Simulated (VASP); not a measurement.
Here is a VASP 6.6.1 calculation.

POSCAR

```
CdO
1.0
    0.0000000000      2.3900000000      2.3900000000
    2.3900000000      0.0000000000      2.3900000000
    2.3900000000      2.3900000000      0.0000000000
Cd O
1 1
Direct
    0.0000000000      0.0000000000      0.0000000000
    0.5000000000      0.5000000000      0.5000000000
```

File INCAR.step1:

```
SYSTEM = CdO
ALGO = Normal ; EDIFF = 1E-5
ENCUT = 660 ; GGA = PE
GGA_COMPAT = .False. ; ISMEAR = -1
LASPH = .True. ; LCHARG = .False.
LREAL = .False. ; LWAVE = .True.
NBANDS = 16 ; NELM = 120
PREC = Accurate ; SIGMA = 0.02
```

File INCAR.step2:

```
SYSTEM = CdO
ALGO = Normal ; EDIFF = 1E-6
ENCUT = 660 ; GGA_COMPAT = .False.
ISIF = 2 ; ISMEAR = -1
ISTART = 1 ; LASPH = .True.
LCHARG = .False. ; LMIXTAU = .True.
LREAL = .False. ; LWAVE = .False.
METAGGA = R2SCAN ; NBANDS = 16
NELM = 120 ; PREC = Accurate
SIGMA = 0.02
```

Contents of KPOINTS:

```
k-points
0
Gamma
  6 6 6
  0 0 0
```

Potentials or basis: VASP PAW PBE potentials, release 64 (Cd, O).

Run with:

```console
$ cat potpaw_PBE.64/Cd/POTCAR potpaw_PBE.64/O/POTCAR > POTCAR
$ cp INCAR.step1 INCAR
$ mpirun -np 1 vasp_std > vasp.out
$ cp INCAR.step2 INCAR
$ mpirun -np 1 vasp_std > vasp.out
```

Task: Predict the pressure.

Result: -5.0 GPa.

Task: What does it give for the band gap on the k mesh?

Result: Zero (band 9 reaches 1.24 eV, above the bottom of band 10 at 1.21 eV).

Caveat: the k points lie up to 0.38 Å⁻¹ apart; the PAW data sets were made with another functional, which shifts forces and pressure a little.
